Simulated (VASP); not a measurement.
Runs of VASP 6.6.1 on C. The structure is cubic, space group Fd-3m (No. 227). Conventional cell: a = 3.567 Å, b = 3.567 Å, c = 3.567 Å, α = 90.00°, β = 90.00°, γ = 90.00°. C (site symmetry -43m) has 4 C at 1.54 Å within 2.1 Å. 

```tsv
potentials or basis	cutoff (eV)	smearing	second run	gap on the mesh (eV)	pressure (GPa)
VASP PAW PBE potentials, release 64 (C)	660	tetrahedron	-	4.34	-2.3
VASP PAW PBE potentials, release 64 (C_h)	910	fermi-dirac 0.1 eV	hard_potentials	4.37	(a)
VASP PAW PBE potentials, release 64 (C)	520	fermi-dirac 0.1 eV	-	4.34	-1.3
VASP PAW PBE potentials, release 64 (C)	660	fermi-dirac 0.1 eV	-	4.34	-2.3
```

Alike in all rows: task single point; level r2SCAN; no spin polarisation; cell as given; k mesh 12 × 12 × 12.

**Question.** Estimate the missing entries.

**Answer.** (a) -3.3.

Caveats: the PAW data sets were made with another functional, which shifts forces and pressure a little; the cutoff is under 1.25 times the usual one of these potentials, so pressure, stress and relaxed cells hold a basis-set (Pulay) error (some runs).

A k mesh can miss the band edges.
